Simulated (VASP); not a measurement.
# C (Cmmm) in VASP: a series of runs

Runs on C. Level: PBEsol+D3(BJ). Tasks: single point.

Everything below comes from runs of VASP 6.6.1. Logs are shortened: lines on timing, memory, paths and dates and some standing lists are left out, and cuts for length are marked.

## Step 1: The cell of the first run

It takes space group Cmmm (No. 65, orthorhombic). Conventional cell: a = 2.437 Å, b = 4.221 Å, c = 3.500 Å, α = 90.00°, β = 90.00°, γ = 90.00°. C (site symmetry m2m) has 3 C at 1.37 to 1.49 Å within 1.8 Å.

## Step 2: Single point, PBEsol+D3(BJ) (atoms displaced along a vibrational mode, the cell strained)

Contents of INCAR:

```
SYSTEM = C
PREC     = Accurate       ! precision mode
ENCUT    = 520            ! plane-wave cutoff, eV
EDIFF    = 1E-6           ! SCF threshold, eV
ISMEAR   = 0              ! smearing method
SIGMA    = 0.15           ! smearing width, eV
LREAL    = .False.        ! projectors in reciprocal space
LASPH    = .True.         ! aspherical terms in the spheres
NELM     = 100            ! most SCF steps
ALGO     = Normal         ! electronic algorithm
ISIF     = 2              ! what is computed and relaxed
LWAVE    = .False.        ! write WAVECAR
LCHARG   = .False.        ! write CHGCAR
GGA      = PS             ! functional
IVDW     = 12             ! dispersion correction
NBANDS   = 11             ! bands
```

Contents of KPOINTS:

```
Automatic mesh
0
Gamma
  21 21 12
  0 0 0
```

Contents of POSCAR:

```
C
1.0
    2.4372596835      0.0000000000      0.0000000000
   -1.2186298418      2.1107288015      0.0000000000
    0.0000000000      0.0000000000      3.5001875387
C
2
Direct
    0.3239365790      0.6478731580      0.0000000000
    0.6760634210      0.3521268420      0.0000000000
```

Potentials or basis: VASP PAW PBE potentials, release 64 (C).

On the command line:

```bash
$ cat potpaw_PBE.64/C/POTCAR > POTCAR
$ mpirun -np 1 vasp_std > vasp.out
```

OUTCAR:

```text
SYSTEM = C
   PREC = Accurate
   ENCUT = 520
   EDIFF = 1E-6
   ISMEAR = 0
   LREAL = .False.
   LASPH = .True.
   NELM = 100
   ISIF = 2
   GGA = PS
   IVDW = 12
 IVDW          = 12

 ion  position               nearest neighbor table
   1  0.324  0.648  0.000-   2 1.37   2 1.37   2 1.49
   2  0.676  0.352  0.000-   1 1.37   1 1.37   1 1.49

  LATTYP: Found a hexagonal cell.
 ALAT       =     2.4372596835
 C/A-ratio  =     1.4361159635

  Lattice vectors:

 A1 = (   2.4372596835,   0.0000000000,   0.0000000000)
 A2 = (  -1.2186298418,   2.1107288015,   0.0000000000)
 A3 = (   0.0000000000,   0.0000000000,   3.5001875387)

Analysis of symmetry for initial positions (statically):
=====================================================================
 Subroutine PRICEL returns:
 Original cell was already a primitive cell.

 Routine SETGRP: Setting up the symmetry group for a
 hexagonal supercell.

 Subroutine GETGRP returns: Found  8 space group operations
 (whereof  8 operations were pure point group operations)
 out of a pool of 24 trial point group operations.

The static configuration has the point symmetry D_2h.

Analysis of symmetry for dynamics (positions and initial velocities):
=====================================================================
 Subroutine PRICEL returns:
 Original cell was already a primitive cell.

 Routine SETGRP: Setting up the symmetry group for a
 hexagonal supercell.

 Subroutine GETGRP returns: Found  8 space group operations
 (whereof  8 operations were pure point group operations)
 out of a pool of 24 trial point group operations.

The dynamic configuration has the point symmetry D_2h.

 Subroutine INISYM returns: Found  8 space group operations
 (whereof  8 operations are pure point group operations),
 and found     1 'primitive' translations

----------------------------------------------------------------------------------------

                                     Primitive cell

  volume of cell :      18.0063

  direct lattice vectors                    reciprocal lattice vectors
     2.437259684  0.000000000  0.000000000     0.410296862  0.236885004  0.000000000
    -1.218629842  2.110728802  0.000000000     0.000000000  0.473770007  0.000000000
     0.000000000  0.000000000  3.500187539     0.000000000  0.000000000  0.285698977

  length of vectors
     2.437259684  2.437259683  3.500187539     0.473770007  0.473770007  0.285698977

[... 87 lines left out ...]
   ISYM   =      2    0-nonsym 1-usesym 2-fastsym
   POTIM  = 0.5000    time-step for ionic-motion
   TEBEG  =    0.0;   TEEND  =   0.0 temperature during run
   PSTRESS=    0.0 pullay stress
   NELECT =       8.0000    total number of electrons
   NUPDOWN=      -1.0000    fix difference up-down
   EMIN   =  10.00;   EMAX   =-10.00  energy-range for DOS
   EFERMI =   0.00;   METHOD = LEGACY
   ISMEAR =     0;   SIGMA  =   0.15  broadening in eV -4-tet -1-fermi 0-gaus
   EFERMI_NEDOS =   21; number of points for ismear=-14 and -15
   IALGO  =     38    algorithm
   IMIX   =      4    mixing-type and parameters
     AMIX     =   0.40;   BMIX     =  1.00
     AMIX_MAG =   1.60;   BMIX_MAG =  1.00
  volume/ion in A,a.u.               =       9.00        60.76
  Fermi-wavevector in a.u.,A,eV,Ry     =   1.249193  2.360633 21.231672  1.560484
  Thomas-Fermi vector in A             =   2.383245
   LORBIT       =      0    0 simple, 1 ext, 2 COOP (PROOUT), +10 PAW based schemes
   GGA     = PS    functional components
   LHFCALC =     F    Hartree Fock is set to
   AEXX    =    0.0000 exact exchange contribution
   IVDW    =    12    specifies the selected vdW correction
   LEPSILON=     F    determine dielectric tensor
   LRPA    =     F    only Hartree local field effects (RPA)
 non-spin polarized calculation
 Gauss-broadening in eV      SIGMA  =   0.15
  energy-cutoff  :      520.00
  volume of cell :       18.01
 maximum number of plane-waves:       506
   NGX =  9   NGY =  9   NGZ = 13

 number of electron       8.0000001 magnetization

 Free energy of the ion-electron system (eV)
  ---------------------------------------------------
  ext. energy  EPLUGINS =         0.00000000
  ---------------------------------------------------
  free energy    TOTEN  =       -19.08784805 eV

  energy without entropy =      -19.08727679  energy(sigma->0) =      -19.08756242

 E-fermi :   4.4249     XC(G=0): -10.2966

 val. band max:        4.3836412767   @ k =   0.3333   0.3333   0.0833
 cond. band min:       4.4298276192   @ k =   0.3333   0.3333   0.5000
 fundamental gap:      0.0461863425
 Fermi energy:         4.4249241720

 k-point     1 :       0.0000    0.0000    0.0000
  band No.  band energies     occupation
      1     -15.4118      2.00000
      2      -2.6037      2.00000
      3       0.2731      2.00000
      4       2.7565      2.00000
      5       8.0724      0.00000
      6      11.3693      0.00000
      7      14.5541      0.00000
      8      16.5484      0.00000
      9      17.7508      0.00000
     10      26.7231      0.00000
     11      28.6402      0.00000
[... 309 lines left out ...]
 k-point    24 :       0.0952    0.0476    0.0000
  band No.  band energies     occupation
      1     -15.0270      2.00000
      2      -2.1592      2.00000
      3      -0.6580      2.00000
      4       1.4445      2.00000
      5       8.5385      0.00000
      6      12.1384      0.00000
      7      15.3240      0.00000
      8      15.5030      0.00000
      9      18.3856      0.00000
     10      27.6831      0.00000
     11      27.7894      0.00000

 [... further k-points ...]

------------------------ aborting loop because EDIFF is reached ----------------------------------------

 Edisp (eV)   -0.21100

 E8    (eV) :    -0.1025

  FORCE on cell =-STRESS in cart. coord.  units (eV):
  Direction    XX          YY          ZZ          XY          YZ          ZX
  --------------------------------------------------------------------------------------
  -------------------------------------------------------------------------------------
  Total       2.93857     0.68512    -0.00038    -0.00000     0.00000     0.00000
  in kB     261.46926    60.96051    -0.03342    -0.00000     0.00000     0.00000
  external pressure =      107.47 kB  Pullay stress =        0.00 kB

 VOLUME and BASIS-vectors are now :
 -----------------------------------------------------------------------------
  energy-cutoff  :      520.00
  volume of cell :       18.01
      direct lattice vectors                 reciprocal lattice vectors
     2.437259684  0.000000000  0.000000000     0.410296862  0.236885004  0.000000000
    -1.218629842  2.110728802  0.000000000     0.000000000  0.473770007  0.000000000
     0.000000000  0.000000000  3.500187539     0.000000000  0.000000000  0.285698977

 POSITION                                       TOTAL-FORCE (eV/Angst)
 -----------------------------------------------------------------------------------
     -0.00000      1.36748      0.00000        -0.000000      4.180743      0.000000
      1.21863      0.74324      0.00000         0.000000     -4.180743      0.000000
 -----------------------------------------------------------------------------------
    total drift:                                0.000000     -0.000000      0.000000

  FREE ENERGIE OF THE ION-ELECTRON SYSTEM (eV)
  ---------------------------------------------------
  free  energy   TOTEN  =       -19.2988528733 eV

  energy  without entropy=      -19.2982816087  energy(sigma->0) =      -19.29856724
```

It took 2.9 min on 1 thread of Intel Xeon 8259CL, shared host; peak memory 0.25 GiB.

What came out:

```yaml
Free_energy: -19.2989 eV
Pressure: 10.7 GPa
Largest_force: 4.181 eV/Å
Band_gap_on_the_k_mesh: zero (bands 4 and 5 overlap by 0.28 eV)
Dispersion_energy_per_atom: -0.105 eV
```

Forces on the atoms (eV/Å):
```
C    0.000  4.181  0.000
C    0.000 -4.181  0.000
```

Stress tensor (GPa, compression positive):
```
26.15  0.00  0.00
 0.00  6.10  0.00
 0.00  0.00  0.00
```

Caveat: the cell differs from its parent crystal (atoms displaced along a vibrational mode, the cell strained); the stress differs along the axes, from -0 to 26 GPa; the PAW data sets were made with another functional, which shifts forces and pressure a little.

## Step 3: Single point, PBEsol+D3(BJ) (atoms displaced along a vibrational mode)

Contents of INCAR:

```
SYSTEM = C
  PREC = Accurate
  ENCUT = 520
  EDIFF = 1E-6
  ISMEAR = 0
  SIGMA = 0.15
  LREAL = .False.
  LASPH = .True.
  NELM = 100
  ALGO = Normal
  ISIF = 2
  LWAVE = .False.
  LCHARG = .True.
  GGA = PS
  IVDW = 12
  LELF = .True.
  LVHAR = .True.
  NBANDS = 11
```

Contents of KPOINTS:

```
regular mesh
0
Gamma
  21 21 12
  0 0 0
```

Contents of POSCAR:

```
C
1.0
    2.4576582469      0.0000000000      0.0000000000
   -1.2288291235      2.1283944757      0.0000000000
    0.0000000000      0.0000000000      3.5294822413
C
2
Direct
    0.3380317105      0.6760634210      0.0000000000
    0.6619682895      0.3239365790      0.0000000000
```

Potentials or basis: VASP PAW PBE potentials, release 64 (C).

On the command line:

```bash
$ cat potpaw_PBE.64/C/POTCAR > POTCAR
$ mpirun -np 1 vasp_std > vasp.out
```

Wall time 3.9 min (1 thread of Intel Xeon 8259CL, shared host); peak memory 0.25 GiB.

Results (log left out):

- Free energy: -19.4383 eV
- Pressure: 1.4 GPa
- Largest force: 2.327 eV/Å
- Band gap on the k mesh: zero (bands 4 and 5 overlap by 0.46 eV)
- Dispersion energy per atom: -0.105 eV

Forces on the atoms (eV/Å):
```
C    0.000 -2.327  0.000
C    0.000  2.327  0.000
```

Stress tensor (GPa, compression positive):
```
-2.54  0.00  0.00
 0.00  6.93  0.00
 0.00  0.00 -0.12
```

Levels at points of the mesh, in eV from the Fermi level:
```csv
k point,band 1,band 2,band 3,band 4,band 5,band 6,band 7,band 8,band 9
"(0.00, 0.00, 0.00)",-19.65,-6.90,-3.58,-2.38,3.66,7.56,9.11,11.75,12.73
"(0.00, 0.00, 0.50)",-19.44,-8.45,-3.56,-2.35,7.62,9.18,9.19,11.46,13.02
```

Caveat: the cell differs from its parent crystal (atoms displaced along a vibrational mode); the stress differs along the axes, from -3 to 7 GPa; the PAW data sets were made with another functional, which shifts forces and pressure a little.

## Step 4: Single point, PBEsol+D3(BJ) (atoms displaced along a vibrational mode)

Contents of INCAR:

```
PREC = Accurate ; ENCUT = 520
EDIFF = 1E-6 ; ISMEAR = 0
SIGMA = 0.15 ; LREAL = F
LASPH = T ; NELM = 60
ALGO = Normal ; ISIF = 2
LWAVE = F ; LCHARG = F
GGA = PS ; IVDW = 12
NBANDS = 11
```

Contents of KPOINTS:

```
Automatic mesh
0
Gamma
  21 21 12
```

Contents of POSCAR:

```
C
1.0
    2.4576582469      0.0000000000      0.0000000000
   -1.2288291235      2.1283944757      0.0000000000
    0.0000000000      0.0000000000      3.5294822413
C
2
Direct
    0.3192382018      0.6384764037      0.0000000000
    0.6807617982      0.3615235963      0.0000000000
```

On the command line:

```bash
$ cat potpaw_PBE.64/C/POTCAR > POTCAR
$ mpirun -np 1 vasp_std > vasp.out
```

It took 3.8 min on 1 thread of Intel Xeon 8259CL, shared host; peak memory 0.25 GiB.

It converged, with:

- Free energy: -19.1263 eV
- Pressure: 6.1 GPa
- Largest force: 5.620 eV/Å
- Band gap on the k mesh: zero (bands 4 and 5 overlap by 0.47 eV)
- Dispersion energy per atom: -0.105 eV

Forces on the atoms (eV/Å):
```
C    0.000  5.620  0.000
C    0.000 -5.620  0.000
```

Stress tensor (GPa, compression positive):
```
21.68  0.00  0.00
 0.00 -3.12  0.00
 0.00  0.00 -0.24
```

Levels at points of the mesh, in eV from the Fermi level:
```csv
k point,band 1,band 2,band 3,band 4,band 5,band 6,band 7,band 8,band 9
"(0.00, 0.00, 0.00)",-19.58,-6.85,-4.66,-0.97,3.76,6.09,10.81,11.92,12.85
"(0.00, 0.00, 0.50)",-19.38,-8.39,-4.64,-0.93,6.14,9.22,10.90,11.63,13.13
```

Caveat: the cell differs from its parent crystal (atoms displaced along a vibrational mode); the stress differs along the axes, from -3 to 22 GPa; the PAW data sets were made with another functional, which shifts forces and pressure a little.

## Step 5: Summary

```tsv
cell	gap on the mesh (eV)	pressure (GPa)	largest force (eV/Å)
a = 2.437, b = 2.437, c = 3.500 Å, angles 90.0, 90.0, 120.0°, 2 atoms, atomic positions A	none	10.7	4.18
a = 2.458, b = 2.458, c = 3.529 Å, angles 90.0, 90.0, 120.0°, 2 atoms, atomic positions B	none	1.4	2.33
a = 2.458, b = 2.458, c = 3.529 Å, angles 90.0, 90.0, 120.0°, 2 atoms, atomic positions C	none	6.1	5.62
```

Alike in all rows: task single point; level PBEsol+D3(BJ); potentials or basis VASP PAW PBE potentials, release 64 (C); no spin polarisation; k mesh 21 × 21 × 12; cutoff (eV) 520; smearing gaussian 0.15 eV.

Caveats: the PAW data sets were made with another functional, which shifts forces and pressure a little; the stress differs along the axes, from -0 to 26 GPa (at least some runs); the stress differs along the axes, from -3 to 7 GPa (at least some runs); the stress differs along the axes, from -3 to 22 GPa (at least some runs).

Absolute energies hang on the potentials; compare differences alone.

The gap in the log of VASP goes by the Fermi energy; the results here count the filled bands.